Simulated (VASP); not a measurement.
# P in VASP: notebook, part 2 of 2

VASP 6.6.1.

**3. Single point, r2SCAN (strain +0.0200 x Voigt [0, 0, 1, 0, 0, 0])**

POSCAR

```
P
1.0
    3.2837277200      0.0000000000      0.0000000000
    0.0000000000     34.8570309900      0.0000000000
    0.0000000000      0.0000000000      4.7247264042
P
4
Direct
    0.0000000000      0.9702614300      0.5921507200
    0.0000000000      0.0297385700      0.4078492800
    0.5000000000      0.0297385700      0.0921507200
    0.5000000000      0.9702614300      0.9078492800
```

INCAR.step1

```
SYSTEM = P
PREC = Accurate
ENCUT = 520
ISMEAR = 0
SIGMA = 0.05
LREAL = .FALSE.
LASPH = .TRUE.
NELM = 80
NBANDS = 18
GGA = PE
ALGO = Normal
EDIFF = 1E-4
LWAVE = .TRUE.
LCHARG = .FALSE.
```

INCAR.step2

```
SYSTEM = P
PREC = Accurate
ENCUT = 520
EDIFF = 1E-6
ISMEAR = 0
SIGMA = 0.05
LREAL = .FALSE.
LASPH = .TRUE.
NELM = 80
ALGO = Normal
ISIF = 2
LWAVE = .FALSE.
LCHARG = .FALSE.
METAGGA = R2SCAN
LMIXTAU = .TRUE.
NBANDS = 18
ISTART = 1
```

KPOINTS

```
regular mesh
0
G
  8 1 6
  0 0 0
```

Potentials or basis: VASP PAW PBE potentials, release 64 (P).

Command:

```
> cat potpaw_PBE.64/P/POTCAR > POTCAR
> cp INCAR.step1 INCAR
> mpirun -np 1 vasp_std > vasp.out
> cp INCAR.step2 INCAR
> mpirun -np 1 vasp_std > vasp.out
```

OUTCAR:

```text
SYSTEM = P
   PREC = Accurate
   ENCUT = 520
   EDIFF = 1E-6
   ISMEAR = 0
   LREAL = .FALSE.
   LASPH = .TRUE.
   NELM = 80
   ISIF = 2
   METAGGA = R2SCAN
   ISTART = 1

 ion  position               nearest neighbor table
   1  0.000  0.970  0.592-   4 2.22   4 2.22   2 2.25
   2  0.000  0.030  0.408-   3 2.22   3 2.22   1 2.25
   3  0.500  0.030  0.092-   2 2.22   2 2.22   4 2.25
   4  0.500  0.970  0.908-   1 2.22   1 2.22   3 2.25

  LATTYP: Found a simple orthorhombic cell.
[... 613 lines left out ...]

  FORCE on cell =-STRESS in cart. coord.  units (eV):
  Direction    XX          YY          ZZ          XY          YZ          ZX
  --------------------------------------------------------------------------------------
  -------------------------------------------------------------------------------------
  Total       -0.5885944     -0.2060300     -1.4640335      0.0000000     -0.0000000      0.0000000
  in kB       -1.7437833     -0.6103891     -4.3373792      0.0000000     -0.0000000      0.0000000
  external PRESSURE =      -2.2305172 kB  Pullay stress =       0.0000000 kB

 VOLUME and BASIS-vectors are now :
 -----------------------------------------------------------------------------
  energy-cutoff  :      520.00
  volume of cell :      540.80
      direct lattice vectors                 reciprocal lattice vectors
     3.283727720  0.000000000  0.000000000     0.304531948  0.000000000  0.000000000
     0.000000000 34.857030990  0.000000000     0.000000000  0.028688617  0.000000000
     0.000000000  0.000000000  4.724726404     0.000000000  0.000000000  0.211652467

 POSITION                                       TOTAL-FORCE (eV/Angst)
 -----------------------------------------------------------------------------------
      0.00000     33.82043      2.79775         0.000000      0.045210      0.290242
      0.00000      1.03660      1.92698         0.000000     -0.045210     -0.290242
      1.64186      1.03660      0.43539         0.000000     -0.045210      0.290242
      1.64186     33.82043      4.28934         0.000000      0.045210     -0.290242
 -----------------------------------------------------------------------------------
    total drift:                               -0.000000     -0.000000      0.000000

  FREE ENERGIE OF THE ION-ELECTRON SYSTEM (eV)
  ---------------------------------------------------
  free  energy   TOTEN  =       -35.7760818004 eV

  energy  without entropy=      -35.7760818004  energy(sigma->0) =      -35.77608180
```

OUTCAR.step1:

```text
SYSTEM = P
   PREC = Accurate
   ENCUT = 520
   ISMEAR = 0
   LREAL = .FALSE.
   LASPH = .TRUE.
[... 645 lines left out ...]
      0.00000      1.03660      1.92698         0.000000      0.112414     -0.031521
      1.64186      1.03660      0.43539        -0.000000      0.112414      0.031521
      1.64186     33.82043      4.28934         0.000000     -0.112414     -0.031521
 -----------------------------------------------------------------------------------
    total drift:                               -0.000000     -0.000000      0.000000

  FREE ENERGIE OF THE ION-ELECTRON SYSTEM (eV)
  ---------------------------------------------------
  free  energy   TOTEN  =       -21.4618826232 eV

  energy  without entropy=      -21.4618826232  energy(sigma->0) =      -21.46188262
```

Run time: 8.6 min. Hardware: 1 thread of Intel Xeon 6975P-C (Granite Rapids), shared host; peak memory 0.64 GiB.

Results:

* Free energy: -35.7761 eV
* Largest force: 0.294 eV/Å
* Band gap on the k mesh: 1.26 eV

Forces on the atoms (eV/Å):
```
P    0.000  0.045  0.290
P    0.000 -0.045 -0.290
P    0.000 -0.045  0.290
P    0.000  0.045 -0.290
```

Caveat: the cell differs from its parent crystal (strain +0.0200 x Voigt [0, 0, 1, 0, 0, 0]); there is no dipole correction, which matters where the two faces differ; the PAW data sets were made with another functional, which shifts forces and pressure a little.

**4. Single point, r2SCAN (strain +0.0300 x Voigt [0, 0, 1, 0, 0, 0])**

Edit POSCAR of step 3 so:

```diff
@@ -4,3 +4,3 @@
     0.0000000000     34.8570309900      0.0000000000
-    0.0000000000      0.0000000000      4.7247264042
+    0.0000000000      0.0000000000      4.7710472513
 P
```

INCAR.step1

```
  PREC = Accurate
  ENCUT = 520
  ISMEAR = 0
  SIGMA = 0.05
  LREAL = F
  LASPH = T
  NELM = 80
  NBANDS = 18
  GGA = PE
  ALGO = Normal
  EDIFF = 1E-4
  LWAVE = T
  LCHARG = F
```

INCAR.step2

```
  PREC = Accurate
  ENCUT = 520
  EDIFF = 1E-6
  ISMEAR = 0
  SIGMA = 0.05
  LREAL = F
  LASPH = T
  NELM = 80
  ALGO = Normal
  ISIF = 2
  LWAVE = F
  LCHARG = F
  METAGGA = R2SCAN
  LMIXTAU = T
  NBANDS = 18
  ISTART = 1
```

KPOINTS

```
Automatic mesh
0
Gamma
  8 1 6
```

Command:

```
> cat potpaw_PBE.64/P/POTCAR > POTCAR
> cp INCAR.step1 INCAR
> mpirun -np 1 vasp_std > vasp.out
> cp INCAR.step2 INCAR
> mpirun -np 1 vasp_std > vasp.out
```

Wall time 8.6 min (1 thread of Intel Xeon 6975P-C (Granite Rapids), shared host); peak memory 0.63 GiB.

Results (log left out):

```
Free energy            : -35.7585 eV
Largest force          : 0.434 eV/Å
Band gap on the k mesh : 1.32 eV
```

Forces on the atoms (eV/Å):
```
P    0.000  0.071  0.429
P    0.000 -0.071 -0.429
P    0.000 -0.071  0.429
P    0.000  0.071 -0.429
```

Levels at points of the mesh, in eV from the valence-band top:
```tsv
k point	band 8	band 9	band 10	band 11	band 12	band 13
(0.00, 0.00, 0.00)	-1.63	-1.55	0.00	1.32	2.18	3.15
(0.50, 0.00, 0.00)	-2.79	-1.87	-1.87	1.46	1.46	2.57
(0.00, 0.00, 0.50)	-2.48	-1.52	-1.52	2.61	2.61	4.11
(0.50, 0.00, 0.50)	-4.50	-0.97	-0.97	2.72	2.72	3.78
```

Caveat: the cell differs from its parent crystal (strain +0.0300 x Voigt [0, 0, 1, 0, 0, 0]); there is no dipole correction, which matters where the two faces differ; the PAW data sets were made with another functional, which shifts forces and pressure a little.

**5. The runs side by side**

```tsv
cell	gap on the mesh (eV)	largest force (eV/Å)
a = 3.284, b = 34.857, c = 4.586 Å, 4 atoms	1.06	0.15
a = 3.284, b = 34.857, c = 4.725 Å, 4 atoms	1.26	0.29
a = 3.284, b = 34.857, c = 4.771 Å, 4 atoms	1.32	0.43
```

Alike in all rows: task single point; level r2SCAN; potentials or basis VASP PAW PBE potentials, release 64 (P); no spin polarisation; k mesh 8 × 1 × 6; cutoff (eV) 520; smearing gaussian 0.05 eV.

Caveats: there is no dipole correction, which matters where the two faces differ; the PAW data sets were made with another functional, which shifts forces and pressure a little.

Absolute energies hang on the potentials; compare differences alone.
